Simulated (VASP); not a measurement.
## NbP: single point with PBEsol

NbP:

```
Nb P
1.0
    -1.64073    1.64073    5.62293
     1.64073   -1.64073    5.62293
     1.64073    1.64073   -5.62293
Nb P
2 2
Direct
  0.24988 0.74988 0.50000
  0.49988 0.49988 0.00000
  0.83275 0.33275 0.50000
  0.08275 0.08275 0.00000
```

This cell differs from its parent crystal: volume scaled by 0.94.

| Item | Value |
| --- | --- |
| Program | VASP 6.6.1 |
| Task | single point |
| Functional | PBEsol |
| Potentials or basis | VASP PAW PBE potentials, release 64 (Nb_sv, P) |
| Cutoff | 520 eV |
| k mesh | 11 × 11 × 11 |
| Occupations | fermi-dirac, width 0.05 eV |
| Spin | no spin polarisation |
| Dipole correction | no |
| Further INCAR settings | ALGO = Normal; EDIFF = 1e-06; NBANDS = 26 |

```yaml
Pressure: 5.9 GPa
Largest_force: 0.041 eV/Å
Band_gap_on_the_k_mesh: zero (band 18 reaches 11.32 eV, above the bottom of band 19 at 11.31 eV)
```

Forces in eV/Å, atoms in the order of the input:
```
Nb   0.000  0.000  0.041
Nb   0.000  0.000  0.041
P    0.000  0.000 -0.041
P    0.000  0.000 -0.041
```

Stress tensor (GPa, compression positive):
```
6.68 0.00 0.00
0.00 6.68 0.00
0.00 0.00 4.44
```

Levels at points of the mesh, in eV from the Fermi level:
| k point | band 15 | band 16 | band 17 | band 18 | band 19 | band 20 | band 21 | band 22 |
| --- | --- | --- | --- | --- | --- | --- | --- | --- |
| (0.00, 0.00, 0.00) | -2.29 | -1.88 | -1.36 | -1.36 | 0.90 | 1.75 | 2.85 | 3.43 |

Run time: 6.6 min on 1 thread of Intel(R) Xeon(R) Platinum 8488C (Sapphire Rapids) (shared host), peak memory 0.42 GiB.

Caveat: the PAW data sets were made with another functional, which shifts forces and pressure a little.
